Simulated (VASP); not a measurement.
# LiBr (Fm-3m) in VASP: notebook, part 2 of 2

VASP 6.6.1.

## (4) Electric field gradients, PBE

The input, INCAR:

```
SYSTEM = LiBr
PREC = Accurate
ENCUT = 650
EDIFF = 1E-8
ISMEAR = 0
SIGMA = 0.001
LREAL = .False.
LASPH = .True.
NELM = 120
ALGO = Normal
ISIF = 2
LWAVE = .False.
LCHARG = .False.
GGA = PE
LEFG = .True.
ISYM = 0
NBANDS = 12
GGA_COMPAT = .False.
```

The input, KPOINTS:

```
Automatic mesh
0
Gamma
  9 9 9
  0.5 0.5 0.5
```

The input, POSCAR:

```
LiBr
1.0
    0.0000000000      2.7506500000      2.7506500000
    2.7506500000      0.0000000000      2.7506500000
    2.7506500000      2.7506500000      0.0000000000
Li Br
1 1
Direct
    0.0000000000      0.0000000000      0.0000000000
    0.5000000000      0.5000000000      0.5000000000
```

Potentials or basis: VASP PAW PBE potentials, release 64 (Li_sv, Br).

Command:

```sh
$ cat potpaw_PBE.64/Li_sv/POTCAR potpaw_PBE.64/Br/POTCAR > POTCAR
$ mpirun -np 1 vasp_std > vasp.out
```

OUTCAR:

```text
SYSTEM = LiBr
   PREC = Accurate
   ENCUT = 650
   EDIFF = 1E-8
   ISMEAR = 0
   LREAL = .False.
   LASPH = .True.
   NELM = 120
   ISIF = 2
   GGA = PE
   ISYM = 0

 ion  position               nearest neighbor table
   1  0.000  0.000  0.000-
   2  0.500  0.500  0.500-

IMPORTANT INFORMATION: All symmetrisations will be switched off!
NOSYMM: (Re-)initialisation of all symmetry stuff for point group C_1.

----------------------------------------------------------------------------------------

[... 537 lines left out ...]
  free  energy   TOTEN  =        -6.6429421839 eV

  energy  without entropy=       -6.6429421839  energy(sigma->0) =       -6.64294218

 Electric field gradients (V/A^2)
---------------------------------------------------------------------
 ion       V_xx      V_yy      V_zz      V_xy      V_xz      V_yz
---------------------------------------------------------------------
   1      -0.000     0.000     0.000    -0.004    -0.004    -0.004
   2      -0.000     0.000    -0.000    -0.001    -0.001    -0.001
---------------------------------------------------------------------

 Electric field gradients after diagonalization (V/A^2)
 (convention: |V_zz| > |V_xx| > |V_yy|)
----------------------------------------------------------------------
 ion       V_xx      V_yy      V_zz     asymmetry (V_yy - V_xx)/ V_zz
----------------------------------------------------------------------
   1       0.004     0.004    -0.008       0.000
   2       0.001     0.001    -0.001       0.001
----------------------------------------------------------------------

           NMR quadrupolar parameters

 Cq : quadrupolar parameter    Cq=e*Q*V_zz/h
 eta: asymmetry parameters     (V_yy - V_xx)/ V_zz
 Q  : nuclear electric quadrupole moment in mb (millibarn)
----------------------------------------------------------------------
 ion       Cq(MHz)       eta       Q (mb)
----------------------------------------------------------------------
   1      -0.000       0.000       1.000
   2      -0.000       0.001       1.000
----------------------------------------------------------------------
```

OSZICAR:

```text
N       E                     dE             d eps       ncg     rms          rms(c)
DAV:   1     0.455404877823E+02    0.45540E+02   -0.43635E+03 35040   0.877E+02
DAV:   2    -0.363099810267E+01   -0.49171E+02   -0.46737E+02 44172   0.144E+02
DAV:   3    -0.659042110481E+01   -0.29594E+01   -0.29499E+01 46384   0.366E+01
DAV:   4    -0.667040809892E+01   -0.79987E-01   -0.79952E-01 48664   0.578E+00
DAV:   5    -0.667129938583E+01   -0.89129E-03   -0.89127E-03 46204   0.565E-01    0.195E+00
DAV:   6    -0.663823763950E+01    0.33062E-01   -0.64273E-02 44020   0.116E+00    0.119E+00
DAV:   7    -0.664049322793E+01   -0.22556E-02   -0.38775E-02 48636   0.103E+00    0.439E-01
DAV:   8    -0.664291630553E+01   -0.24231E-02   -0.43321E-03 42676   0.434E-01    0.682E-02
DAV:   9    -0.664290759869E+01    0.87068E-05   -0.10701E-04 41940   0.733E-02    0.261E-02
DAV:  10    -0.664294072041E+01   -0.33122E-04   -0.53476E-05 42512   0.472E-02    0.145E-02
DAV:  11    -0.664294237219E+01   -0.16518E-05   -0.50232E-06 45096   0.129E-02    0.392E-03
DAV:  12    -0.664294237826E+01   -0.60738E-08   -0.28591E-07 41488   0.374E-03    0.224E-03
DAV:  13    -0.664294214534E+01    0.23292E-06   -0.71451E-08 40652   0.148E-03    0.342E-04
DAV:  14    -0.664294215838E+01   -0.13043E-07   -0.18123E-09 24316   0.320E-04    0.222E-04
DAV:  15    -0.664294218402E+01   -0.25640E-07   -0.57973E-10 21732   0.164E-04    0.137E-05
DAV:  16    -0.664294218392E+01    0.10061E-09   -0.11787E-10 20644   0.759E-05
   1 F= -.66429422E+01 E0= -.66429422E+01  d E =0.000000E+00
```

Wall time 9.2 min (1 thread of Intel Xeon Platinum 8259CL at 2.50GHz (Skylake/Cascade Lake), shared host); peak memory 0.99 GiB.

Results:

* Free energy: -6.6429 eV
* Pressure: 0.1 GPa
* Band gap on the k mesh: 5.07 eV (least direct gap 5.08 eV)
* Largest electric field gradient by atom: zero within the noise of the run

Levels at points of the mesh, in eV from the valence-band top:
| k point | band 2 | band 3 | band 4 | band 5 | band 6 | band 7 | band 8 | band 9 |
| --- | --- | --- | --- | --- | --- | --- | --- | --- |
| (0.50, 0.50, 0.50) | -12.96 | -2.87 | -0.26 | -0.26 | 5.63 | 8.11 | 8.11 | 11.76 |
| (0.50, 0.00, 0.00) | -12.96 | -2.87 | -0.26 | -0.26 | 5.63 | 8.11 | 8.11 | 11.76 |
| (0.00, 0.00, 0.50) | -12.96 | -2.87 | -0.26 | -0.26 | 5.63 | 8.11 | 8.11 | 11.76 |
| (0.00, 0.50, 0.00) | -12.96 | -2.87 | -0.26 | -0.26 | 5.63 | 8.11 | 8.11 | 11.76 |

Caveat: a shifted mesh leaves out Γ, where band edges can lie.

## (5) The runs side by side

| cell | k mesh | smearing | gap on the mesh (eV) | pressure (GPa) |
| --- | --- | --- | --- | --- |
| a = 3.890 Å, angles 60.0°, 2 atoms, atomic positions A | 9 × 9 × 9 | fermi-dirac 0.02 eV | 4.95 | 0.1 |
| a = 7.780 Å, angles 60.0°, 16 atoms, atomic positions B | 3 × 3 × 3 | gaussian 0.01 eV | 4.95 | 0.1 |
| a = 3.890 Å, angles 60.0°, 2 atoms, atomic positions A | 9 × 9 × 9, shifted | gaussian 0.001 eV | 5.07 | 0.1 |

Alike in all rows: task electric field gradients; level PBE; potentials or basis VASP PAW PBE potentials, release 64 (Li_sv, Br); no spin polarisation; cutoff (eV) 650.

Caveats: an odd mesh through Γ misses points on the zone boundary, where band edges can lie (at least some runs); a shifted mesh leaves out Γ, where band edges can lie (at least some runs).

Absolute energies hang on the potentials; compare differences alone.
